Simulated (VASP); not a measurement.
## V4O: single point with PBE

System: V4O, a slab with vacuum.

```
V O
1.0
     2.99718    0.00000    0.00000
     0.00000    2.99718    0.00000
     0.00000    0.00000   21.33338
V O
4 1
Direct
  0.50000 0.50000 0.18750
  0.00000 0.00000 0.25775
  0.50000 0.50000 0.32672
  0.00000 0.00000 0.39063
  0.25000 0.25000 0.54297
```

```json
{
 "Program": "VASP 6.6.1",
 "Task": "single point",
 "Functional": "PBE",
 "Potentials or basis": "VASP PAW PBE potentials, release 64 (V_sv, O)",
 "Cutoff": "520 eV",
 "k mesh": "9 × 9 × 1",
 "Occupations": "gaussian, width 0.1 eV",
 "Spin": "no spin polarisation",
 "Dipole correction": "yes",
 "Further INCAR settings": "ALGO = Normal; EDIFF = 1e-06; NBANDS = 37"
}
```

| Item | Value |
| --- | --- |
| Largest force | 1.380 eV/Å |
| Band gap on the k mesh | zero (bands 29 and 30 overlap by 0.35 eV) |

Forces in eV/Å, atoms in the order of the input:
```
V    0.000  0.000  0.549
V    0.002  0.002 -0.616
V   -0.028 -0.028 -0.259
V    0.085  0.085  1.375
O   -0.058 -0.058 -1.049
```

Levels at points of the mesh, in eV from the Fermi level:
| k point | band 26 | band 27 | band 28 | band 29 | band 30 | band 31 | band 32 | band 33 |
| --- | --- | --- | --- | --- | --- | --- | --- | --- |
| (0.00, 0.00, 0.00) | 0.01 | 0.15 | 0.15 | 0.20 | 0.29 | 0.29 | 0.33 | 0.33 |

Wall time 5.7 min on 1 thread of Intel(R) Xeon(R) Platinum 8375C CPU @ 2.90GHz (Ice Lake) (shared host), peak memory 0.37 GiB.

Caveat: the run has no spin polarisation, though such a crystal can be magnetic. With open d or f shells a metallic result of PBE can be an artefact of self-interaction; +U or a hybrid may open a gap.
